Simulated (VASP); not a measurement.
Write the native input for VASP 6.6.1 that does the following.

```yaml
Task: single point
Functional: PBE
Potentials_or_basis: VASP PAW PBE potentials, release 64 (Cd, Ge_d)
Cutoff: 520 eV
k_mesh: 9 × 9 × 9
Occupations: fermi-dirac, width 0.05 eV
Spin: no spin polarisation
Dipole_correction: no
Further_INCAR_settings: ALGO = Normal; EDIFF = 1e-06; NBANDS = 35
```

The structure of CdGe3 lies in POSCAR:

```
CdGe3
1.0
   -2.0860839560      2.0860839560      4.5937915282
    2.0860839560     -2.0860839560      4.5937915282
    2.0860839560      2.0860839560     -4.5937915282
Cd Ge
1 3
Direct
    0.0000000000      0.0000000000      0.0000000000
    0.5000000000      0.5000000000      0.0000000000
    0.2500000000      0.7500000000      0.5000000000
    0.7500000000      0.2500000000      0.5000000000
```

One way to write it, as run:

INCAR

```
PREC = Accurate
ENCUT = 520
EDIFF = 1E-6
ISMEAR = -1
SIGMA = 0.05
LREAL = False
LASPH = True
NELM = 80
ALGO = Normal
ISIF = 2
LWAVE = False
LCHARG = False
GGA = PE
NBANDS = 35
```

KPOINTS

```
regular mesh
0
Gamma
  9 9 9
```

Potentials or basis: VASP PAW PBE potentials, release 64 (Cd, Ge_d).

The run is started by

```sh
$ cat potpaw_PBE.64/Cd/POTCAR potpaw_PBE.64/Ge_d/POTCAR > POTCAR
$ mpirun -np 1 vasp_std > vasp.out
```

It gave:

* Pressure: 2.1 GPa
* Band gap on the k mesh: zero (band 27 reaches 7.58 eV, above the bottom of band 28 at 3.67 eV)

It took 2.8 min on 1 thread of Intel(R) Xeon(R) 6975P-C (Granite Rapids) (shared host), peak memory 0.35 GiB.
